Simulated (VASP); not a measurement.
# F (Fm-3m) in VASP: notebook

The runs below take F through single point, relaxation of cell and atoms, with PBE.

All numbers are computed with VASP 6.6.1; they aren't measurements. Logs are shortened: lines on timing, memory, paths and dates and some standing lists are left out, and cuts for length are marked.

### Step 1. The cell of the first run

Symmetry: Fm-3m, No. 225, cubic system. Conventional cell: a = 3.031 Å, b = 3.031 Å, c = 3.031 Å, α = 90.00°, β = 90.00°, γ = 90.00°. F (site symmetry m-3m) has 12 F at 2.14 Å within 2.8 Å.

### Step 2. Single point, PBE

The input, INCAR:

```
SYSTEM = F
PREC = Accurate
ENCUT = 520
EDIFF = 1E-6
ISMEAR = -1
SIGMA = 0.08
LREAL = .FALSE.
LASPH = .TRUE.
NELM = 100
ALGO = Normal
ISIF = 2
LWAVE = .FALSE.
LCHARG = .FALSE.
GGA = PE
NBANDS = 10
```

The input, KPOINTS:

```
Automatic mesh
0
G
  20 20 20
  0 0 0
```

The input, POSCAR:

```
F
1.0
    0.0000000000      1.5154038394      1.5154038394
    1.5154038394      0.0000000000      1.5154038394
    1.5154038394      1.5154038394      0.0000000000
F
1
Direct
    0.0000000000      0.0000000000      0.0000000000
```

Potentials or basis: VASP PAW PBE potentials, release 64 (F).

On the command line:

```sh
> cat potpaw_PBE.64/F/POTCAR > POTCAR
> mpirun -np 1 vasp_std > vasp.out
```

OUTCAR:

```text
SYSTEM = F
   PREC = Accurate
   ENCUT = 520
   EDIFF = 1E-6
   ISMEAR = -1
   LREAL = .FALSE.
   LASPH = .TRUE.
   NELM = 100
   ISIF = 2
   GGA = PE

 ion  position               nearest neighbor table
   1  0.000  0.000  0.000-

  LATTYP: Found a face centered cubic cell.
 ALAT       =     3.0308076788

  Lattice vectors:

 A1 = (   0.0000000000,   1.5154038394,   1.5154038394)
 A2 = (   1.5154038394,   0.0000000000,   1.5154038394)
 A3 = (   1.5154038394,   1.5154038394,   0.0000000000)

Analysis of symmetry for initial positions (statically):
=====================================================================
 Subroutine PRICEL returns:
 Original cell was already a primitive cell.

 Routine SETGRP: Setting up the symmetry group for a
 face centered cubic supercell.

 Subroutine GETGRP returns: Found 48 space group operations
 (whereof 48 operations were pure point group operations)
 out of a pool of 48 trial point group operations.

The static configuration has the point symmetry O_h .

Analysis of symmetry for dynamics (positions and initial velocities):
=====================================================================
 Subroutine PRICEL returns:
 Original cell was already a primitive cell.

 Routine SETGRP: Setting up the symmetry group for a
 face centered cubic supercell.

 Subroutine GETGRP returns: Found 48 space group operations
 (whereof 48 operations were pure point group operations)
 out of a pool of 48 trial point group operations.

The dynamic configuration has the point symmetry O_h .

 Subroutine INISYM returns: Found 48 space group operations
 (whereof 48 operations are pure point group operations),
 and found     1 'primitive' translations

----------------------------------------------------------------------------------------

                                     Primitive cell

  volume of cell :       6.9601

  direct lattice vectors                    reciprocal lattice vectors
     0.000000000  1.515403839  1.515403839    -0.329945053  0.329945053  0.329945053
     1.515403839  0.000000000  1.515403839     0.329945053 -0.329945053  0.329945053
     1.515403839  1.515403839  0.000000000     0.329945053  0.329945053 -0.329945053

  length of vectors
     2.143104662  2.143104662  2.143104662     0.571481595  0.571481595  0.571481595

  position of ions in fractional coordinates (direct lattice)
     0.000000000  0.000000000  0.000000000

  ion indices of the primitive-cell ions
   primitive index   ion index
                 1           1

----------------------------------------------------------------------------------------

 KPOINTS: Automatic mesh

Automatic generation of k-mesh.
 Grid dimensions read from file:
 generate k-points for:   20   20   20

 Generating k-lattice:

  Cartesian coordinates                     Fractional coordinates (reciprocal lattice)
    -0.016497253  0.016497253  0.016497253     0.050000000  0.000000000  0.000000000
     0.016497253 -0.016497253  0.016497253     0.000000000  0.050000000  0.000000000
     0.016497253  0.016497253 -0.016497253     0.000000000  0.000000000  0.050000000

  Length of vectors
     0.028574080  0.028574080  0.028574080

  Shift w.r.t. Gamma in fractional coordinates (k-lattice)
     0.000000000  0.000000000  0.000000000

 Subroutine IBZKPT returns following result:
 ===========================================

 Found    256 irreducible k-points:

 Following reciprocal coordinates:
            Coordinates               Weight
  0.000000  0.000000  0.000000      1.000000
  0.050000  0.000000  0.000000      8.000000
  0.100000  0.000000  0.000000      8.000000
  0.150000  0.000000  0.000000      8.000000
  0.200000  0.000000  0.000000      8.000000
  0.250000  0.000000  0.000000      8.000000
[... 16 lines left out ...]
 -0.400000  0.050000  0.000000     24.000000
 -0.350000  0.050000  0.000000     24.000000
 [... further k-points ...]
   k-points           NKPTS =    256   k-points in BZ     NKDIM =    256   number of bands    NBANDS=     10
   number of dos      NEDOS =    301   number of ions     NIONS =      1
   total plane-waves  NPLWV =   4096
   dimension x,y,z NGX =    16 NGY =   16 NGZ =   16
   dimension x,y,z NGXF=    32 NGYF=   32 NGZF=   32
   ions per type =               1
   NGX,Y,Z   is equivalent  to a cutoff of  12.41, 12.41, 12.41 a.u.
   NGXF,Y,Z  is equivalent  to a cutoff of  24.82, 24.82, 24.82 a.u.
 SYSTEM =  F
   PREC   = accura    normal or accurate (medium, high low for compatibility)
   ISTART =      0    job   : 0-new  1-cont  2-samecut
   ICHARG =      2    charge: 1-file 2-atom 10-const
   ISPIN  =      1    spin polarized calculation?
   LNONCOLLINEAR =      F non collinear calculations
   LSORBIT =      F    spin-orbit coupling
   LASPH  =      T    aspherical Exc in radial PAW
   ENCUT  =  520.0 eV  38.22 Ry    6.18 a.u.   3.98  3.98  3.98*2*pi/ulx,y,z
   NELM   =    100;   NELMIN=  2; NELMDL= -5     # of ELM steps
   EDIFF  = 0.1E-05   stopping-criterion for ELM
   LREAL  =      F    real-space projection
   EDIFFG = 0.1E-04   stopping-criterion for IOM
   NSW    =      0    number of steps for IOM
   IBRION =     -1    ionic relax: 0-MD 1-quasi-New 2-CG
   NFREE  =      0    steps in history (QN), initial steepest desc. (CG)
   ISIF   =      2    stress and relaxation
   ISYM   =      2    0-nonsym 1-usesym 2-fastsym
   POTIM  = 0.5000    time-step for ionic-motion
   TEBEG  =    0.0;   TEEND  =   0.0 temperature during run
   PSTRESS=    0.0 pullay stress
   NELECT =       7.0000    total number of electrons
   NUPDOWN=      -1.0000    fix difference up-down
   EMIN   =  10.00;   EMAX   =-10.00  energy-range for DOS
   EFERMI =   0.00;   METHOD = LEGACY
   ISMEAR =    -1;   SIGMA  =   0.08  broadening in eV -4-tet -1-fermi 0-gaus
   EFERMI_NEDOS =   21; number of points for ismear=-14 and -15
   IALGO  =     38    algorithm
   IMIX   =      4    mixing-type and parameters
     AMIX     =   0.40;   BMIX     =  1.00
     AMIX_MAG =   1.60;   BMIX_MAG =  1.00
  volume/ion in A,a.u.               =       6.96        46.97
  Fermi-wavevector in a.u.,A,eV,Ry     =   1.640221  3.099569 36.604109  2.690326
  Thomas-Fermi vector in A             =   2.730896
   LORBIT       =      0    0 simple, 1 ext, 2 COOP (PROOUT), +10 PAW based schemes
   GGA     = PE    functional components
   LHFCALC =     F    Hartree Fock is set to
   AEXX    =    0.0000 exact exchange contribution
   IVDW    =     0    specifies the selected vdW correction
   LEPSILON=     F    determine dielectric tensor
   LRPA    =     F    only Hartree local field effects (RPA)
 non-spin polarized calculation
  energy-cutoff  :      520.00
  volume of cell :        6.96
 maximum number of plane-waves:       200
   NGX =  7   NGY =  7   NGZ =  7

 number of electron       7.0000011 magnetization

 Free energy of the ion-electron system (eV)
  ---------------------------------------------------
  ext. energy  EPLUGINS =         0.00000000
  ---------------------------------------------------
  free energy    TOTEN  =        -0.43631779 eV

  energy without entropy =       -0.40403579  energy(sigma->0) =       -0.42017679

 E-fermi :   0.6197     XC(G=0): -12.5105

 val. band max:        0.6192920519   @ k =  -0.4500   0.1500   0.0500
 cond. band min:       0.6244340646   @ k =   0.4000   0.1000   0.0000
 fundamental gap:      0.0051420127
 Fermi energy:         0.6196616482

 k-point     1 :       0.0000    0.0000    0.0000
  band No.  band energies     occupation
      1     -24.0972      2.00000
      2       1.5796      0.00001
      3       1.5796      0.00001
      4       1.5796      0.00001
      5      18.7161      0.00000
      6      40.6650      0.00000
      7      40.6650      0.00000
      8      40.6650      0.00000
      9      45.6825      0.00000
     10      53.7784      0.00000

 k-point     2 :       0.0500    0.0000    0.0000
  band No.  band energies     occupation
      1     -24.0312      2.00000
      2       1.3790      0.00015
      3       1.5610      0.00002
      4       1.5610      0.00002
      5      18.8813      0.00000
      6      39.4232      0.00000
      7      40.7471      0.00000
      8      40.7471      0.00000
      9      47.0017      0.00000
     10      51.8074      0.00000

 k-point     3 :       0.1000    0.0000    0.0000
  band No.  band energies     occupation
      1     -23.8351      2.00000
      2       0.8073      0.17479
      3       1.5074      0.00003
      4       1.5074      0.00003
      5      19.3479      0.00000
      6      37.2493      0.00000
      7      40.9419      0.00000
      8      40.9419      0.00000
      9      48.7691      0.00000
     10      49.9734      0.00000

 k-point     4 :       0.1500    0.0000    0.0000
  band No.  band energies     occupation
      1     -23.5173      2.00000
      2      -0.0599      1.99959
      3       1.4251      0.00008
      4       1.4251      0.00008
      5      20.0415      0.00000
      6      35.1023      0.00000
      7      41.0799      0.00000
      8      41.0799      0.00000
      9      48.3565      0.00000
     10      48.7647      0.00000
[... 222 lines left out ...]
 k-point    22 :      -0.4500    0.0500    0.0000
  band No.  band energies     occupation
      1     -20.5631      2.00000
      2      -6.0781      2.00000
      3       0.7055      0.50951
      4       0.8662      0.08773
      5      24.6956      0.00000
      6      27.3384      0.00000
      7      37.0639      0.00000
      8      38.1668      0.00000
      9      45.2684      0.00000
     10      55.8847      0.00000

 k-point    23 :      -0.4000    0.0500    0.0000
  band No.  band energies     occupation
      1     -20.8311      2.00000
      2      -5.6170      2.00000
      3       0.7130      0.47512
      4       0.9365      0.03740
      5      24.2944      0.00000
      6      27.8468      0.00000
      7      37.2741      0.00000
      8      38.4330      0.00000
      9      45.4271      0.00000
     10      53.7127      0.00000

 k-point    24 :      -0.3500    0.0500    0.0000
  band No.  band energies     occupation
      1     -21.2695      2.00000
      2      -4.8322      2.00000
      3       0.7572      0.30405
      4       1.0309      0.01164
      5      23.6904      0.00000
      6      28.6545      0.00000
      7      37.6606      0.00000
      8      38.9313      0.00000
      9      45.7500      0.00000
     10      51.4573      0.00000

 [... further k-points ...]

------------------------ aborting loop because EDIFF is reached ----------------------------------------

  FORCE on cell =-STRESS in cart. coord.  units (eV):
  Direction    XX          YY          ZZ          XY          YZ          ZX
  --------------------------------------------------------------------------------------
  -------------------------------------------------------------------------------------
  Total        2.2488868      2.2488868      2.2488868      0.0000000      0.0000000      0.0000000
  in kB      517.6819728    517.6819728    517.6819728      0.0000000      0.0000000      0.0000000
  external PRESSURE =     517.6819728 kB  Pullay stress =       0.0000000 kB

 VOLUME and BASIS-vectors are now :
 -----------------------------------------------------------------------------
  energy-cutoff  :      520.00
  volume of cell :        6.96
      direct lattice vectors                 reciprocal lattice vectors
     0.000000000  1.515403839  1.515403839    -0.329945053  0.329945053  0.329945053
     1.515403839  0.000000000  1.515403839     0.329945053 -0.329945053  0.329945053
     1.515403839  1.515403839  0.000000000     0.329945053  0.329945053 -0.329945053

 POSITION                                       TOTAL-FORCE (eV/Angst)
 -----------------------------------------------------------------------------------
      0.00000      0.00000      0.00000        -0.000000      0.000000     -0.000000
 -----------------------------------------------------------------------------------
    total drift:                                0.000000      0.000000     -0.000000

  FREE ENERGIE OF THE ION-ELECTRON SYSTEM (eV)
  ---------------------------------------------------
  free  energy   TOTEN  =        -0.4363177914 eV

  energy  without entropy=       -0.4040357864  energy(sigma->0) =       -0.42017679
```

Wall time 8.5 s (1 thread of Intel Xeon 8259CL, shared host); peak memory 0.12 GiB.

What came out:

| Quantity | Value |
| --- | --- |
| Free energy | -0.4363 eV |
| Pressure | 51.8 GPa |
| Band gap on the k mesh | zero (an odd number of electrons rules out a gap without spin polarisation) |

Caveat: the cell stands under pressure; an odd number of electrons without spin polarisation forces a metal; a magnetic or distorted state may lie lower.

### Step 3. Relaxation of cell and atoms, PBE, target pressure 53 GPa, at which the enthalpy is minimised

The input, INCAR:

```
ALGO     = Normal         # electronic algorithm
EDIFF    = 1E-7           # SCF threshold, eV
EDIFFG   = -0.005         # ionic threshold
ENCUT    = 600            # plane-wave cutoff, eV
GGA      = PE             # functional
IBRION   = 2              # ionic algorithm
ISIF     = 3              # what is computed and relaxed
ISMEAR   = -1             # smearing method
LASPH    = T              # aspherical terms in the spheres
LCHARG   = F              # write CHGCAR
LREAL    = F              # projectors in reciprocal space
LWAVE    = F              # write WAVECAR
NELM     = 80             # most SCF steps
NSW      = 32             # ionic steps
PREC     = Accurate       # precision mode
PSTRESS  = 530.0        
SIGMA    = 0.08           # smearing width, eV
```

The input, KPOINTS:

```
k-points
0
Gamma
  20 20 20
```

The input, POSCAR:

```
F
1.0
    0.0000000000      1.5155438882      1.5155438882
    1.5155438882      0.0000000000      1.5155438882
    1.5155438882      1.5155438882      0.0000000000
F
1
Direct
    0.0000000000      0.0000000000      0.0000000000
```

Potentials or basis: VASP PAW PBE potentials, release 64 (F).

On the command line:

```sh
> cat potpaw_PBE.64/F/POTCAR > POTCAR
> mpirun -np 1 vasp_std > vasp.out
```

Run time: 32 s. Hardware: 1 thread of Intel Xeon 8259CL, shared host; peak memory 0.12 GiB.

The run converged. Its results:

| Quantity | Value |
| --- | --- |
| Free energy | -0.4289 eV |
| Relaxed volume | 6.94 Å³/atom |
| Relaxed cell | a = 2.141 Å, b = 2.141 Å, c = 2.141 Å, α = 60.00°, β = 60.00°, γ = 60.00° |
| Space group after relaxing (to 0.1 Å) | Fm-3m (No. 225) |
| Energy change on relaxing (the run minimises the enthalpy) | +8.2 meV/atom |
| Ionic steps | 3 |
| Pressure after relaxing | 53.0 GPa |
| Band gap on the k mesh | zero (an odd number of electrons rules out a gap without spin polarisation) |

The path:
```csv
step,energy change (eV),largest force (eV/Å),pressure (GPa),volume (Å³)
1,0.0000,0.0000,51.99,6.96
2,0.0146,0.0000,53.77,6.92
3,0.0082,0.0000,53.00,6.94
```

Final structure:
```
F
1.0
     0.00000    1.51372    1.51372
     1.51372    0.00000    1.51372
     1.51372    1.51372    0.00000
F
1
Cartesian
  0.0000 0.0000 0.0000
```

Levels at points of the mesh, in eV from the Fermi level:
```
           k point  band 1  band 2  band 3  band 4  band 5  band 6  band 7
(0.00, 0.00, 0.00)  -24.75    0.96    0.96    0.96   18.15   40.09   40.09
(0.50, 0.00, 0.00)  -21.18   -6.88    0.25    0.25   24.03   26.74   37.40
(0.50, 0.50, 0.00)  -20.04   -5.90   -1.36   -1.36   20.18   26.11   31.47
```

Caveat: the cell is relaxed towards a set pressure, so the run minimises the enthalpy, not the energy; an odd number of electrons without spin polarisation forces a metal; a magnetic or distorted state may lie lower.
